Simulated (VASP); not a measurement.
**Ca: single point with RPBE**

Crystal: Ca.

```xyz
1
Lattice="0.0000 2.8839 2.8839 2.8839 0.0000 2.8839 2.8839 2.8839 0.0000" Properties=species:S:1:pos:R:3 pbc="T T T"
Ca    0.0000    0.0000    0.0000
```

| Property | Result |
| --- | --- |
| Program | VASP 6.6.1 |
| Task | single point |
| Functional | RPBE |
| Potentials or basis | VASP PAW PBE potentials, release 64 (Ca_sv) |
| Cutoff | 520 eV |
| k mesh | 16 × 16 × 16 |
| Occupations | fermi-dirac, width 0.1 eV |
| Spin | no spin polarisation |
| Dipole correction | no |
| Further INCAR settings | ALGO = Normal; EDIFF = 1e-07; NBANDS = 11 |

The pressure is -1.1 GPa. The band gap on the k mesh is zero (bands 5 and 6 overlap by 0.53 eV).

Levels at points of the mesh, in eV from the Fermi level:
```
           k point  band 2  band 3  band 4  band 5  band 6  band 7  band 8  band 9
(0.00, 0.00, 0.00)  -23.30  -23.30  -23.30   -3.79    2.21    2.21    2.21    3.13
(0.50, 0.00, 0.00)  -23.39  -23.31  -23.31   -0.91   -0.26    2.12    2.12    3.71
(0.50, 0.50, 0.00)  -23.38  -23.33  -23.33   -0.33    0.66    0.75    3.71    3.87
```

It took 38 s on 1 thread of Intel(R) Xeon(R) Platinum 8559C (Emerald Rapids), with other jobs on the host, peak memory 0.22 GiB.

Caveat: the PAW data sets were made with another functional, which shifts forces and pressure a little.
